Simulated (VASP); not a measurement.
# Mn (Fd-3m) in VASP: notebook

The runs below take Mn through relaxation of cell and atoms, with PBE.

All numbers are computed with VASP 6.6.1; they aren't measurements. Logs are shortened: lines on timing, memory, paths and dates and some standing lists are left out, and cuts for length are marked.

## 1. The cell of the first run

It takes space group Fd-3m (No. 227, cubic). The conventional cell has a = 4.311 Å, b = 4.311 Å, c = 4.311 Å, α = 90.00°, β = 90.00°, γ = 90.00°. Mn (site symmetry -43m) has 4 Mn at 1.87 Å within 2.5 Å.

This isn't the form of Mn at room conditions, which is a 58-atom cubic cell.

## 2. Relaxation of cell and atoms, PBE, collinear spin, ferromagnetic start, target pressure 95 GPa, at which the enthalpy is minimised

Contents of INCAR:

```
SYSTEM = Mn
PREC = Accurate
ENCUT = 600
EDIFF = 1E-6
ISMEAR = -1
SIGMA = 0.08
LREAL = .False.
LASPH = .True.
NELM = 150
ALGO = Normal
ISIF = 3
LWAVE = .False.
LCHARG = .False.
ISPIN = 2
MAGMOM = 3 3
LORBIT = 11
LMAXMIX = 4
GGA = PE
IBRION = 2
NSW = 60
EDIFFG = -0.005
PSTRESS = 950.0
```

Contents of KPOINTS:

```
regular mesh
0
Gamma
  15 15 15
  0 0 0
```

Contents of POSCAR:

```
Mn
1.0
    0.0000000000      2.1554018209      2.1554018209
    2.1554018209      0.0000000000      2.1554018209
    2.1554018209      2.1554018209      0.0000000000
Mn
2
Direct
   -0.1250000000     -0.1250000000     -0.1250000000
    0.1250000000      0.1250000000      0.1250000000
```

Potentials or basis: VASP PAW PBE potentials, release 64 (Mn_pv).

The run is started by

```console
$ cat potpaw_PBE.64/Mn_pv/POTCAR > POTCAR
$ mpirun -np 1 vasp_std > vasp.out
```

OUTCAR:

```text
SYSTEM = Mn
   PREC = Accurate
   ENCUT = 600
   EDIFF = 1E-6
   ISMEAR = -1
   LREAL = .False.
   LASPH = .True.
   NELM = 150
   ISIF = 3
   ISPIN = 2
   LORBIT = 11
   GGA = PE
   IBRION = 2
   NSW = 60
   EDIFFG = -0.005
   PSTRESS = 950.0

 ion  position               nearest neighbor table
   1  0.875  0.875  0.875-   2 1.87   2 1.87   2 1.87   2 1.87
   2  0.125  0.125  0.125-   1 1.87   1 1.87   1 1.87   1 1.87

  LATTYP: Found a face centered cubic cell.
 ALAT       =     4.3108036418

  Lattice vectors:

 A1 = (   0.0000000000,   2.1554018209,   2.1554018209)
 A2 = (   2.1554018209,   0.0000000000,   2.1554018209)
 A3 = (   2.1554018209,   2.1554018209,   0.0000000000)

Analysis of symmetry for initial positions (statically):
=====================================================================
 Subroutine PRICEL returns:
 Original cell was already a primitive cell.

 Routine SETGRP: Setting up the symmetry group for a
 face centered cubic supercell.

 Subroutine GETGRP returns: Found 48 space group operations
 (whereof 12 operations were pure point group operations)
 out of a pool of 48 trial point group operations.

The static configuration has the point symmetry D_3d.
 The point group associated with its full space group is O_h .

Analysis of symmetry for dynamics (positions and initial velocities):
=====================================================================
 Subroutine PRICEL returns:
 Original cell was already a primitive cell.

 Routine SETGRP: Setting up the symmetry group for a
 face centered cubic supercell.

 Subroutine GETGRP returns: Found 48 space group operations
 (whereof 12 operations were pure point group operations)
 out of a pool of 48 trial point group operations.

The dynamic configuration has the point symmetry D_3d.
 The point group associated with its full space group is O_h .

Analysis of structural, dynamic, and magnetic symmetry:
=====================================================================
 Subroutine PRICEL returns:
 Original cell was already a primitive cell.

 Routine SETGRP: Setting up the symmetry group for a
 face centered cubic supercell.

 Subroutine GETGRP returns: Found 48 space group operations
 (whereof 12 operations were pure point group operations)
 out of a pool of 48 trial point group operations.

The overall configuration has the point symmetry D_3d.
 The point group associated with its full space group is O_h .

 Subroutine INISYM returns: Found 48 space group operations
 (whereof 12 operations are pure point group operations),
 and found     1 'primitive' translations

----------------------------------------------------------------------------------------

                                     Primitive cell

  volume of cell :      20.0269

  direct lattice vectors                    reciprocal lattice vectors
     0.000000000  2.155401821  2.155401821    -0.231975307  0.231975307  0.231975307
     2.155401821  0.000000000  2.155401821     0.231975307 -0.231975307  0.231975307
     2.155401821  2.155401821  0.000000000     0.231975307  0.231975307 -0.231975307

  length of vectors
     3.048198487  3.048198487  3.048198487     0.401793019  0.401793019  0.401793019

  position of ions in fractional coordinates (direct lattice)
     0.875000000  0.875000000  0.875000000
     0.125000000  0.125000000  0.125000000

  ion indices of the primitive-cell ions
   primitive index   ion index
                 1           1
                 2           2

----------------------------------------------------------------------------------------

 KPOINTS: regular mesh

Automatic generation of k-mesh.
 Grid dimensions read from file:
 generate k-points for:   15   15   15

 Generating k-lattice:

  Cartesian coordinates                     Fractional coordinates (reciprocal lattice)
    -0.015465020  0.015465020  0.015465020     0.066666667  0.000000000  0.000000000
     0.015465020 -0.015465020  0.015465020     0.000000000  0.066666667  0.000000000
     0.015465020  0.015465020 -0.015465020     0.000000000  0.000000000  0.066666667

  Length of vectors
     0.026786201  0.026786201  0.026786201

  Shift w.r.t. Gamma in fractional coordinates (k-lattice)
     0.000000000  0.000000000  0.000000000

 Subroutine IBZKPT returns following result:
 ===========================================

 Found    120 irreducible k-points:

 Following reciprocal coordinates:
            Coordinates               Weight
  0.000000  0.000000  0.000000      1.000000
  0.066667  0.000000  0.000000      8.000000
  0.133333  0.000000  0.000000      8.000000
  0.200000  0.000000  0.000000      8.000000
  0.266667  0.000000  0.000000      8.000000
  0.333333  0.000000  0.000000      8.000000
[... 16 lines left out ...]
  0.133333  0.133333  0.000000      6.000000
  0.200000  0.133333  0.000000     24.000000
 [... further k-points ...]
   k-points           NKPTS =    120   k-points in BZ     NKDIM =    120   number of bands    NBANDS=     20
   number of dos      NEDOS =    301   number of ions     NIONS =      2
   total plane-waves  NPLWV =  13824
   dimension x,y,z NGX =    24 NGY =   24 NGZ =   24
   dimension x,y,z NGXF=    48 NGYF=   48 NGZF=   48
   ions per type =               2
   NGX,Y,Z   is equivalent  to a cutoff of  13.09, 13.09, 13.09 a.u.
   NGXF,Y,Z  is equivalent  to a cutoff of  26.18, 26.18, 26.18 a.u.
 SYSTEM =  Mn
   PREC   = accura    normal or accurate (medium, high low for compatibility)
   ISTART =      0    job   : 0-new  1-cont  2-samecut
   ICHARG =      2    charge: 1-file 2-atom 10-const
   ISPIN  =      2    spin polarized calculation?
   LNONCOLLINEAR =      F non collinear calculations
   LSORBIT =      F    spin-orbit coupling
   LASPH  =      T    aspherical Exc in radial PAW
   ENCUT  =  600.0 eV  44.10 Ry    6.64 a.u.   6.09  6.09  6.09*2*pi/ulx,y,z
   NELM   =    150;   NELMIN=  2; NELMDL= -5     # of ELM steps
   EDIFF  = 0.1E-05   stopping-criterion for ELM
   LREAL  =      F    real-space projection
   EDIFFG = -.5E-02   stopping-criterion for IOM
   NSW    =     60    number of steps for IOM
   IBRION =      2    ionic relax: 0-MD 1-quasi-New 2-CG
   NFREE  =      1    steps in history (QN), initial steepest desc. (CG)
   ISIF   =      3    stress and relaxation
   ISYM   =      2    0-nonsym 1-usesym 2-fastsym
   POTIM  = 0.5000    time-step for ionic-motion
   TEBEG  =    0.0;   TEEND  =   0.0 temperature during run
   PSTRESS=  950.0 pullay stress
   NELECT =      26.0000    total number of electrons
   NUPDOWN=      -1.0000    fix difference up-down
   EMIN   =  10.00;   EMAX   =-10.00  energy-range for DOS
   EFERMI =   0.00;   METHOD = LEGACY
   ISMEAR =    -1;   SIGMA  =   0.08  broadening in eV -4-tet -1-fermi 0-gaus
   EFERMI_NEDOS =   21; number of points for ismear=-14 and -15
   IALGO  =     38    algorithm
   IMIX   =      4    mixing-type and parameters
     AMIX     =   0.40;   BMIX     =  1.00
     AMIX_MAG =   1.60;   BMIX_MAG =  1.00
  volume/ion in A,a.u.               =      10.01        67.57
  Fermi-wavevector in a.u.,A,eV,Ry     =   1.785916  3.374892 43.395729  3.189496
  Thomas-Fermi vector in A             =   2.849603
   LORBIT       =     11    0 simple, 1 ext, 2 COOP (PROOUT), +10 PAW based schemes
   GGA     = PE    functional components
   LHFCALC =     F    Hartree Fock is set to
   AEXX    =    0.0000 exact exchange contribution
   IVDW    =     0    specifies the selected vdW correction
   LEPSILON=     F    determine dielectric tensor
   LRPA    =     F    only Hartree local field effects (RPA)
 conjugate gradient relaxation of ions
 spin polarized calculation
  energy-cutoff  :      600.00
  volume of cell :       20.03
 maximum number of plane-waves:       681
   NGX = 13   NGY = 13   NGZ = 13

--------------------------------------- Ionic step        1  -------------------------------------------

 number of electron      26.0000015 magnetization      -0.0000247

 number of electron      26.0000015 magnetization       0.0000181

 Free energy of the ion-electron system (eV)
  ---------------------------------------------------
  ext. energy  EPLUGINS =         0.00000000
  ---------------------------------------------------
  free energy    TOTEN  =       -11.71546182 eV

  energy without entropy =      -11.67019497  energy(sigma->0) =      -11.69282840

------------------------ aborting loop because EDIFF is reached ----------------------------------------

  FORCE on cell =-STRESS in cart. coord.  units (eV):
  Direction    XX          YY          ZZ          XY          YZ          ZX
  --------------------------------------------------------------------------------------
  -------------------------------------------------------------------------------------
  Total       19.7407465     19.7407465     19.7407465     -0.0000000      0.0000000      0.0000000
  in kB     1579.2810425   1579.2810425   1579.2810425     -0.0000000      0.0000000      0.0000000
  external PRESSURE =     629.2810425 kB  Pullay stress =     950.0000000 kB
[... 105 lines left out ...]
--------------------------------------- Ionic step        4  -------------------------------------------

 number of electron      25.9999978 magnetization       0.0000008

 number of electron      25.9999978 magnetization      -0.0000028

 E-fermi :   9.9875     XC(G=0): -13.4226

 val. band max:        9.9839265149   @ k =  -0.3333   0.4000   0.0667
 cond. band min:       9.9989960758   @ k =  -0.2667   0.2667   0.0000
 fundamental gap:      0.0150695609
 Fermi energy:         9.9875383208

 spin component 1

 k-point     1 :       0.0000    0.0000    0.0000
  band No.  band energies     occupation
      1     -38.5262      1.00000
      2     -38.5262      1.00000
      3     -38.5262      1.00000
      4     -36.9575      1.00000
      5     -36.9575      1.00000
      6     -36.9575      1.00000
[... 1136 lines left out ...]
--------------------------------------- Ionic step        5  -------------------------------------------

 number of electron      25.9999979 magnetization      -0.0000023

 number of electron      25.9999979 magnetization       0.0000015

 Free energy of the ion-electron system (eV)
  ---------------------------------------------------
  ext. energy  EPLUGINS =         0.00000000
  ---------------------------------------------------
  free energy    TOTEN  =       -13.36029534 eV

  energy without entropy =      -13.31729698  energy(sigma->0) =      -13.33879616

 E-fermi :  10.0216     XC(G=0): -13.4358

 val. band max:       10.0196338375   @ k =  -0.3333   0.4000   0.0667
 cond. band min:      10.0324806584   @ k =  -0.4000   0.4000   0.0667
 fundamental gap:      0.0128468209
 Fermi energy:        10.0216439693

 spin component 1

 k-point     1 :       0.0000    0.0000    0.0000
  band No.  band energies     occupation
      1     -38.4997      1.00000
      2     -38.4997      1.00000
      3     -38.4997      1.00000
      4     -36.9227      1.00000
      5     -36.9227      1.00000
      6     -36.9227      1.00000
[... 1128 lines left out ...]
  FREE ENERGIE OF THE ION-ELECTRON SYSTEM (eV)
  ---------------------------------------------------
  free  energy   TOTEN  =       -13.3602953433 eV

  energy  without entropy=      -13.3172969810  energy(sigma->0) =      -13.33879616

  enthalpy is  TOTEN    =        -0.2258690575 eV   P V=       13.1344262858

 reached required accuracy - stopping structural energy minimisation

 total charge

# of ion       s       p       d       tot
------------------------------------------
    1        0.579   6.391   5.729  12.700
    2        0.579   6.391   5.729  12.700
--------------------------------------------------
tot          1.159  12.783  11.459  25.400

 magnetization (x)

# of ion       s       p       d       tot
------------------------------------------
    1       -0.000  -0.000  -0.000  -0.000
    2       -0.000  -0.000  -0.000  -0.000
--------------------------------------------------
tot         -0.000  -0.000  -0.000  -0.000
```

Wall time 3.5 min (1 thread of Intel Xeon Platinum 8375C at 2.90GHz (Ice Lake), shared host); peak memory 0.21 GiB.

What came out:

```yaml
Free_energy: -13.3603 eV
Relaxed_volume: 11.08 Å³/atom
Relaxed_cell: a = 3.152 Å, b = 3.152 Å, c = 3.152 Å, α = 60.00°, β = 60.00°, γ = 60.00°
Space_group_after_relaxing_to_0.1_Å: Fd-3m (No. 227)
Energy_change_on_relaxing_the_run_minimises_the_enthalpy: -822.4 meV/atom
Ionic_steps: 5
Pressure_after_relaxing: 95.0 GPa
Band_gap_on_the_k_mesh: zero (filled and empty bands overlap)
Net_moment: 0.00 μB per cell
Valence_electrons_inside_the_program's_atomic_spheres: Mn 12.70
```

The path:
```
step  energy change (eV)  largest force (eV/Å)  pressure (GPa)  volume (Å³)
   1              0.0000                0.0000          157.93        20.03
   2             -3.3212                0.0000          -12.78        33.73
   3             -1.9352                0.0000           83.43        22.67
   4             -1.6745                0.0000           93.83        22.20
   5             -1.6448                0.0000           94.99        22.15
```

Final structure:
```
CELL_PARAMETERS angstrom
0.00000 2.22906 2.22906
2.22906 0.00000 2.22906
2.22906 2.22906 0.00000
ATOMIC_POSITIONS crystal
Mn 0.87500 0.87500 0.87500
Mn 0.12500 0.12500 0.12500
```

Caveat: the cell is relaxed towards a set pressure, so the run minimises the enthalpy, not the energy; atoms lie so close that the PAW spheres overlap strongly, which falsifies energies and pressures; the moments typed at the start vanished in this run.

(Continued in part 2 of 2.)
